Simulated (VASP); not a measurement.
# AlN (F-43m) in VASP: a series of runs

AlN is run at these levels: r2SCAN+D3(BJ), RPBE+D3(BJ); tasks: single point, relaxation of cell and atoms.

All numbers are computed with VASP 6.6.1; they aren't measurements. Logs are shortened: lines on timing, memory, paths and dates and some standing lists are left out, and cuts for length are marked.

### Step 1. The cell of the first run

Symmetry: F-43m, No. 216, cubic system. Conventional cell: a = 4.368 Å, b = 4.368 Å, c = 4.368 Å, α = 90.00°, β = 90.00°, γ = 90.00°. Al (site symmetry -43m) has 4 N at 1.89 Å within 2.5 Å. Within 2.5 Å of N (site symmetry -43m) lie 4 Al at 1.89 Å.

### Step 2. Single point, r2SCAN+D3(BJ)

Contents of POSCAR:

```
AlN
1.0
    0.0000000000      2.1839935596      2.1839935596
    2.1839935596      0.0000000000      2.1839935596
    2.1839935596      2.1839935596      0.0000000000
Al N
1 1
Direct
    0.0000000000      0.0000000000      0.0000000000
    0.2500000000      0.2500000000      0.2500000000
```

Contents of INCAR.step1:

```
PREC     = Accurate       # precision mode
ENCUT    = 520            # plane-wave cutoff, eV
ISMEAR   = 0              # smearing method
SIGMA    = 0.1            # smearing width, eV
LREAL    = F              # projectors in reciprocal space
LASPH    = T              # aspherical terms in the spheres
NELM     = 80             # most SCF steps
NBANDS   = 11             # bands
GGA      = PE             # functional
ALGO     = Normal         # electronic algorithm
EDIFF    = 1E-4           # SCF threshold, eV
LWAVE    = T              # write WAVECAR
LCHARG   = F              # write CHGCAR
```

Contents of INCAR.step2:

```
PREC     = Accurate       # precision mode
ENCUT    = 520            # plane-wave cutoff, eV
EDIFF    = 1E-7           # SCF threshold, eV
ISMEAR   = 0              # smearing method
SIGMA    = 0.1            # smearing width, eV
LREAL    = F              # projectors in reciprocal space
LASPH    = T              # aspherical terms in the spheres
NELM     = 80             # most SCF steps
ALGO     = Normal         # electronic algorithm
ISIF     = 2              # what is computed and relaxed
LWAVE    = F              # write WAVECAR
LCHARG   = F              # write CHGCAR
METAGGA  = R2SCAN         # meta-GGA
LMIXTAU  = T            
IVDW     = 12             # dispersion correction
VDW_S6   = 1.0          
VDW_S8   = 0.78981345   
VDW_A1   = 0.49484001   
VDW_A2   = 5.73083694   
NBANDS   = 11             # bands
ISTART   = 1
```

Contents of KPOINTS:

```
regular mesh
0
Gamma
  10 10 10
```

Potentials or basis: VASP PAW PBE potentials, release 64 (Al, N).

Started as:

```sh
cat potpaw_PBE.64/Al/POTCAR potpaw_PBE.64/N/POTCAR > POTCAR
cp INCAR.step1 INCAR
mpirun -np 1 vasp_std > vasp.out
cp INCAR.step2 INCAR
mpirun -np 1 vasp_std > vasp.out
```

OUTCAR:

```text
PREC = Accurate
   ENCUT = 520
   EDIFF = 1E-7
   ISMEAR = 0
   LREAL = F
   LASPH = T
   NELM = 80
   ISIF = 2
   METAGGA = R2SCAN
   IVDW = 12
   ISTART = 1
 IVDW          = 12

 ion  position               nearest neighbor table
   1  0.000  0.000  0.000-   2 1.89   2 1.89   2 1.89   2 1.89
   2  0.250  0.250  0.250-   1 1.89   1 1.89   1 1.89   1 1.89

  LATTYP: Found a face centered cubic cell.
 ALAT       =     4.3679871192

  Lattice vectors:

 A1 = (   0.0000000000,   2.1839935596,   2.1839935596)
 A2 = (   2.1839935596,   0.0000000000,   2.1839935596)
 A3 = (   2.1839935596,   2.1839935596,   0.0000000000)

Analysis of symmetry for initial positions (statically):
=====================================================================
 Subroutine PRICEL returns:
 Original cell was already a primitive cell.

 Routine SETGRP: Setting up the symmetry group for a
 face centered cubic supercell.

 Subroutine GETGRP returns: Found 24 space group operations
 (whereof 24 operations were pure point group operations)
 out of a pool of 48 trial point group operations.

The static configuration has the point symmetry T_d .

Analysis of symmetry for dynamics (positions and initial velocities):
=====================================================================
 Subroutine PRICEL returns:
 Original cell was already a primitive cell.

 Routine SETGRP: Setting up the symmetry group for a
 face centered cubic supercell.

 Subroutine GETGRP returns: Found 24 space group operations
 (whereof 24 operations were pure point group operations)
 out of a pool of 48 trial point group operations.

The dynamic configuration has the point symmetry T_d .

 Subroutine INISYM returns: Found 24 space group operations
 (whereof 24 operations are pure point group operations),
 and found     1 'primitive' translations

----------------------------------------------------------------------------------------

                                     Primitive cell

  volume of cell :      20.8345

  direct lattice vectors                    reciprocal lattice vectors
     0.000000000  2.183993560  2.183993560    -0.228938404  0.228938404  0.228938404
     2.183993560  0.000000000  2.183993560     0.228938404 -0.228938404  0.228938404
     2.183993560  2.183993560  0.000000000     0.228938404  0.228938404 -0.228938404

  length of vectors
     3.088633312  3.088633312  3.088633312     0.396532948  0.396532948  0.396532948

  position of ions in fractional coordinates (direct lattice)
     0.000000000  0.000000000  0.000000000
     0.250000000  0.250000000  0.250000000

  ion indices of the primitive-cell ions
   primitive index   ion index
                 1           1
                 2           2

----------------------------------------------------------------------------------------

 KPOINTS: regular mesh

Automatic generation of k-mesh.
 Grid dimensions read from file:
 generate k-points for:   10   10   10

 Generating k-lattice:

  Cartesian coordinates                     Fractional coordinates (reciprocal lattice)
    -0.022893840  0.022893840  0.022893840     0.100000000  0.000000000  0.000000000
     0.022893840 -0.022893840  0.022893840     0.000000000  0.100000000  0.000000000
     0.022893840  0.022893840 -0.022893840     0.000000000  0.000000000  0.100000000

  Length of vectors
     0.039653295  0.039653295  0.039653295

  Shift w.r.t. Gamma in fractional coordinates (k-lattice)
     0.000000000  0.000000000  0.000000000

 Subroutine IBZKPT returns following result:
 ===========================================

 Found     47 irreducible k-points:

 Following reciprocal coordinates:
            Coordinates               Weight
  0.000000  0.000000  0.000000      1.000000
  0.100000  0.000000  0.000000      8.000000
  0.200000  0.000000  0.000000      8.000000
  0.300000  0.000000  0.000000      8.000000
  0.400000  0.000000  0.000000      8.000000
  0.500000  0.000000  0.000000      4.000000
[... 16 lines left out ...]
  0.300000  0.300000  0.000000      6.000000
  0.400000  0.300000  0.000000     24.000000
 [... further k-points ...]
   k-points           NKPTS =     47   k-points in BZ     NKDIM =     47   number of bands    NBANDS=     11
   number of dos      NEDOS =    301   number of ions     NIONS =      2
   total plane-waves  NPLWV =  13824
   dimension x,y,z NGX =    24 NGY =   24 NGZ =   24
   dimension x,y,z NGXF=    48 NGYF=   48 NGZF=   48
   ions per type =               1   1
   NGX,Y,Z   is equivalent  to a cutoff of  12.92, 12.92, 12.92 a.u.
   NGXF,Y,Z  is equivalent  to a cutoff of  25.84, 25.84, 25.84 a.u.
 SYSTEM =  unknown system
   PREC   = accura    normal or accurate (medium, high low for compatibility)
   ISTART =      1    job   : 0-new  1-cont  2-samecut
   ICHARG =      0    charge: 1-file 2-atom 10-const
   ISPIN  =      1    spin polarized calculation?
   LNONCOLLINEAR =      F non collinear calculations
   LSORBIT =      F    spin-orbit coupling
   LASPH  =      T    aspherical Exc in radial PAW
   ENCUT  =  520.0 eV  38.22 Ry    6.18 a.u.   5.74  5.74  5.74*2*pi/ulx,y,z
   NELM   =     80;   NELMIN=  2; NELMDL=  0     # of ELM steps
   EDIFF  = 0.1E-06   stopping-criterion for ELM
   LREAL  =      F    real-space projection
   EDIFFG = 0.1E-05   stopping-criterion for IOM
   NSW    =      0    number of steps for IOM
   IBRION =     -1    ionic relax: 0-MD 1-quasi-New 2-CG
   NFREE  =      0    steps in history (QN), initial steepest desc. (CG)
   ISIF   =      2    stress and relaxation
   ISYM   =      2    0-nonsym 1-usesym 2-fastsym
   POTIM  = 0.5000    time-step for ionic-motion
   TEBEG  =    0.0;   TEEND  =   0.0 temperature during run
   PSTRESS=    0.0 pullay stress
   NELECT =       8.0000    total number of electrons
   NUPDOWN=      -1.0000    fix difference up-down
   EMIN   =  10.00;   EMAX   =-10.00  energy-range for DOS
   EFERMI =   0.00;   METHOD = LEGACY
   ISMEAR =     0;   SIGMA  =   0.10  broadening in eV -4-tet -1-fermi 0-gaus
   EFERMI_NEDOS =   21; number of points for ismear=-14 and -15
   IALGO  =     38    algorithm
   IMIX   =      4    mixing-type and parameters
     AMIX     =   0.40;   BMIX     =  1.00
     AMIX_MAG =   1.60;   BMIX_MAG =  1.00
  volume/ion in A,a.u.               =      10.42        70.30
  Fermi-wavevector in a.u.,A,eV,Ry     =   1.189899  2.248583 19.263943  1.415860
  Thomas-Fermi vector in A             =   2.325996
   LORBIT       =      0    0 simple, 1 ext, 2 COOP (PROOUT), +10 PAW based schemes
   METAGGA = R2SCAN    functional components
   LHFCALC =     F    Hartree Fock is set to
   AEXX    =    0.0000 exact exchange contribution
   IVDW    =    12    specifies the selected vdW correction
   LEPSILON=     F    determine dielectric tensor
   LRPA    =     F    only Hartree local field effects (RPA)
 non-spin polarized calculation
 Gauss-broadening in eV      SIGMA  =   0.10
  energy-cutoff  :      520.00
  volume of cell :       20.83
 maximum number of plane-waves:       571
   NGX = 11   NGY = 11   NGZ = 11

 number of electron       8.0000000 magnetization

 Free energy of the ion-electron system (eV)
  ---------------------------------------------------
  ext. energy  EPLUGINS =         0.00000000
  ---------------------------------------------------
  free energy    TOTEN  =       -19.17972438 eV

  energy without entropy =      -19.17972438  energy(sigma->0) =      -19.17972438

 E-fermi :   6.2021     XC(G=0): -11.4184

 val. band max:        5.6930344090   @ k =   0.0000   0.0000   0.0000
 cond. band min:       9.6278493117   @ k =   0.5000   0.5000   0.0000
 fundamental gap:      3.9348149027
 Fermi energy:         6.2020694018

 k-point     1 :       0.0000    0.0000    0.0000
  band No.  band energies     occupation
      1     -10.0486      2.00000
      2       5.6930      2.00000
      3       5.6930      2.00000
      4       5.6930      2.00000
      5      10.5855      0.00000
      6      19.2144      0.00000
      7      19.2144      0.00000
      8      19.2144      0.00000
      9      24.2274      0.00000
     10      24.2274      0.00000
     11      25.9400      0.00000

 k-point     2 :       0.1000    0.0000    0.0000
  band No.  band energies     occupation
      1      -9.9020      2.00000
      2       4.8924      2.00000
      3       5.6411      2.00000
      4       5.6411      2.00000
      5      11.2444      0.00000
      6      18.8354      0.00000
      7      19.3549      0.00000
      8      19.3549      0.00000
      9      23.0001      0.00000
     10      23.0001      0.00000
     11      25.1371      0.00000

 k-point     3 :       0.2000    0.0000    0.0000
  band No.  band energies     occupation
      1      -9.4862      2.00000
      2       3.2688      2.00000
      3       5.5111      2.00000
      4       5.5111      2.00000
      5      12.4105      0.00000
      6      18.0444      0.00000
      7      19.2462      0.00000
      8      19.2462      0.00000
      9      22.5068      0.00000
     10      22.5068      0.00000
     11      24.2618      0.00000

 k-point     4 :       0.3000    0.0000    0.0000
  band No.  band energies     occupation
      1      -8.8877      2.00000
      2       1.5963      2.00000
      3       5.3616      2.00000
      4       5.3616      2.00000
      5      13.3062      0.00000
      6      17.2820      0.00000
      7      18.5084      0.00000
      8      18.5084      0.00000
      9      23.6848      0.00000
     10      23.6848      0.00000
     11      24.1183      0.00000
[... 239 lines left out ...]
 k-point    22 :      -0.2000    0.2000    0.0000
  band No.  band energies     occupation
      1      -8.6905      2.00000
      2       1.9053      2.00000
      3       3.9911      2.00000
      4       5.4382      2.00000
      5      14.0574      0.00000
      6      16.5078      0.00000
      7      18.0845      0.00000
      8      19.0349      0.00000
      9      21.6475      0.00000
     10      25.3778      0.00000
     11      28.2045      0.00000

 k-point    23 :       0.3000    0.3000    0.0000
  band No.  band energies     occupation
      1      -8.5129      2.00000
      2       2.1438      2.00000
      3       4.4329      2.00000
      4       4.4329      2.00000
      5      11.7008      0.00000
      6      16.2857      0.00000
      7      18.5573      0.00000
      8      21.3103      0.00000
      9      21.3103      0.00000
     10      27.0706      0.00000
     11      30.7830      0.00000

 k-point    24 :       0.4000    0.3000    0.0000
  band No.  band energies     occupation
      1      -8.0607      2.00000
      2       1.5011      2.00000
      3       3.9737      2.00000
      4       4.2661      2.00000
      5      11.2666      0.00000
      6      16.1137      0.00000
      7      18.9941      0.00000
      8      21.3791      0.00000
      9      21.9511      0.00000
     10      28.1418      0.00000
     11      30.5612      0.00000

 [... further k-points ...]

------------------------ aborting loop because EDIFF is reached ----------------------------------------

 Edisp (eV)   -0.25355

 E8    (eV) :    -0.0762

  FORCE on cell =-STRESS in cart. coord.  units (eV):
  Direction    XX          YY          ZZ          XY          YZ          ZX
  --------------------------------------------------------------------------------------
  -------------------------------------------------------------------------------------
  Total      -0.27366    -0.27366    -0.27366     0.00000     0.00000     0.00000
  in kB     -21.04436   -21.04436   -21.04436     0.00000     0.00000     0.00000
  external pressure =      -21.04 kB  Pullay stress =        0.00 kB

 VOLUME and BASIS-vectors are now :
 -----------------------------------------------------------------------------
  energy-cutoff  :      520.00
  volume of cell :       20.83
      direct lattice vectors                 reciprocal lattice vectors
     0.000000000  2.183993560  2.183993560    -0.228938404  0.228938404  0.228938404
     2.183993560  0.000000000  2.183993560     0.228938404 -0.228938404  0.228938404
     2.183993560  2.183993560  0.000000000     0.228938404  0.228938404 -0.228938404

 POSITION                                       TOTAL-FORCE (eV/Angst)
 -----------------------------------------------------------------------------------
      0.00000      0.00000      0.00000         0.000000     -0.000000     -0.000000
      1.09200      1.09200      1.09200        -0.000000      0.000000      0.000000
 -----------------------------------------------------------------------------------
    total drift:                               -0.000000     -0.000000     -0.000001

  FREE ENERGIE OF THE ION-ELECTRON SYSTEM (eV)
  ---------------------------------------------------
  free  energy   TOTEN  =       -19.4332727435 eV

  energy  without entropy=      -19.4332727435  energy(sigma->0) =      -19.43327274
```

Run time: 50 s. Hardware: 1 thread of Intel Xeon 6975P-C, shared host; peak memory 0.15 GiB.

Results:

| Item | Value |
| --- | --- |
| Free energy | -19.4333 eV |
| Pressure | -2.1 GPa |
| Band gap on the k mesh | 3.93 eV, indirect (least direct gap 4.89 eV) |
| Dispersion energy per atom | -0.127 eV |

Caveat: the PAW data sets were made with another functional, which shifts forces and pressure a little.

### Step 3. Relaxation of cell and atoms, RPBE+D3(BJ)

Contents of INCAR:

```
SYSTEM = AlN
PREC = Accurate ; ENCUT = 600
EDIFF = 1E-6 ; ISMEAR = -1
SIGMA = 0.05 ; LREAL = .FALSE.
LASPH = .TRUE. ; NELM = 80
ALGO = Normal ; ISIF = 3
LWAVE = .FALSE. ; LCHARG = .FALSE.
GGA = RP ; IVDW = 12
IBRION = 2 ; NSW = 80
EDIFFG = -0.02
```

Contents of KPOINTS:

```
regular mesh
0
G
  10 10 10
  0 0 0
```

POSCAR is that of step 2.

Potentials or basis: VASP PAW PBE potentials, release 64 (Al, N).

Started as:

```sh
cat potpaw_PBE.64/Al/POTCAR potpaw_PBE.64/N/POTCAR > POTCAR
mpirun -np 1 vasp_std > vasp.out
```

OUTCAR:

```text
SYSTEM = AlN
   PREC = Accurate
   ENCUT = 600
   EDIFF = 1E-6
   ISMEAR = -1
   LREAL = .FALSE.
   LASPH = .TRUE.
   NELM = 80
   ISIF = 3
   GGA = RP
   IVDW = 12
   IBRION = 2
   NSW = 80
   EDIFFG = -0.02
 IVDW          = 12

 ion  position               nearest neighbor table
   1  0.000  0.000  0.000-   2 1.89   2 1.89   2 1.89   2 1.89
   2  0.250  0.250  0.250-   1 1.89   1 1.89   1 1.89   1 1.89

  LATTYP: Found a face centered cubic cell.
 ALAT       =     4.3679871192

  Lattice vectors:

 A1 = (   0.0000000000,   2.1839935596,   2.1839935596)
 A2 = (   2.1839935596,   0.0000000000,   2.1839935596)
 A3 = (   2.1839935596,   2.1839935596,   0.0000000000)

Analysis of symmetry for initial positions (statically):
=====================================================================
 Subroutine PRICEL returns:
 Original cell was already a primitive cell.

 Routine SETGRP: Setting up the symmetry group for a
[... 251 lines left out ...]
 Free energy of the ion-electron system (eV)
  ---------------------------------------------------
  ext. energy  EPLUGINS =         0.00000000
  ---------------------------------------------------
  free energy    TOTEN  =       -13.98811636 eV

  energy without entropy =      -13.98811636  energy(sigma->0) =      -13.98811636

 E-fermi :   7.8213     XC(G=0): -11.0988

 val. band max:        6.7119467786   @ k =   0.0000   0.0000   0.0000
 cond. band min:      10.1049642651   @ k =   0.5000   0.5000   0.0000
 fundamental gap:      3.3930174864
 Fermi energy:         7.8213125361

 k-point     1 :       0.0000    0.0000    0.0000
  band No.  band energies     occupation
      1      -8.6960      2.00000
      2       6.7119      2.00000
      3       6.7119      2.00000
      4       6.7119      2.00000
      5      11.5308      0.00000
      6      20.0413      0.00000
      7      20.0413      0.00000
      8      20.0413      0.00000
[... 243 lines left out ...]
 k-point    24 :       0.4000    0.3000    0.0000
  band No.  band energies     occupation
      1      -6.5309      2.00000
      2       2.4457      2.00000
      3       4.9557      2.00000
      4       5.2666      2.00000
      5      11.8172      0.00000
      6      16.7777      0.00000
      7      19.8971      0.00000
      8      22.1402      0.00000

 [... further k-points ...]

------------------------ aborting loop because EDIFF is reached ----------------------------------------

 Edisp (eV)   -2.43949

 E8    (eV) :    -1.4552
[... 25 lines left out ...]
  FREE ENERGIE OF THE ION-ELECTRON SYSTEM (eV)
  ---------------------------------------------------
  free  energy   TOTEN  =       -16.4276027646 eV

  energy  without entropy=      -16.4276027646  energy(sigma->0) =      -16.42760276

 reached required accuracy - stopping structural energy minimisation
```

CONTCAR:

```text
AlN
   1.00000000000000
     0.0000000000000000    2.1370694961262324    2.1370694961262324
     2.1370694961262324   -0.0000000000000000    2.1370694961262324
     2.1370694961262324    2.1370694961262324    0.0000000000000000
  Al              N
     1     1
Direct
     0.0000000000000000    0.0000000000000000    0.0000000000000000
     0.2500000000000000    0.2500000000000000    0.2500000000000000

  0.00000000E+00  0.00000000E+00  0.00000000E+00
  0.00000000E+00  0.00000000E+00  0.00000000E+00
```

It took 42 s on 1 thread of Intel Xeon 6975P-C, shared host; peak memory 0.17 GiB.

Results:

```yaml
Free_energy: -16.4276 eV
Relaxed_volume: 9.76 Å³/atom
Relaxed_cell: a = 3.022 Å, b = 3.022 Å, c = 3.022 Å, α = 60.00°, β = 60.00°, γ = 60.00°
Space_group_after_relaxing_to_0.05_Å: F-43m (No. 216)
Energy_gained_by_relaxing: 29.3 meV/atom
Ionic_steps: 3
Pressure_after_relaxing: -0.2 GPa
Band_gap_on_the_k_mesh: 3.39 eV, indirect (least direct gap 4.82 eV)
Dispersion_energy_per_atom: -1.220 eV
```

Step by step:
```csv
step,energy change (eV),largest force (eV/Å),pressure (GPa),volume (Å³)
1,0.0000,0.0000,-13.40,20.83
2,-0.0001,0.0000,16.64,18.32
3,-0.0586,0.0000,-0.18,19.52
```

Final structure:
```
CELL_PARAMETERS angstrom
0.00000 2.13707 2.13707
2.13707 0.00000 2.13707
2.13707 2.13707 0.00000
ATOMIC_POSITIONS crystal
Al 0.00000 0.00000 0.00000
N 0.25000 0.25000 0.25000
```

Levels at points of the mesh, in eV from the valence-band top:
```csv
k point,band 2,band 3,band 4,band 5,band 6,band 7
"(0.00, 0.00, 0.00)",0.00,0.00,0.00,4.82,13.33,13.33
"(0.50, 0.00, 0.00)",-6.10,-0.48,-0.48,8.07,10.38,11.63
"(0.50, 0.50, 0.00)",-5.07,-1.83,-1.83,3.39,9.12,15.02
```

Caveat: the PAW data sets were made with another functional, which shifts forces and pressure a little. A k mesh can miss the band edges.
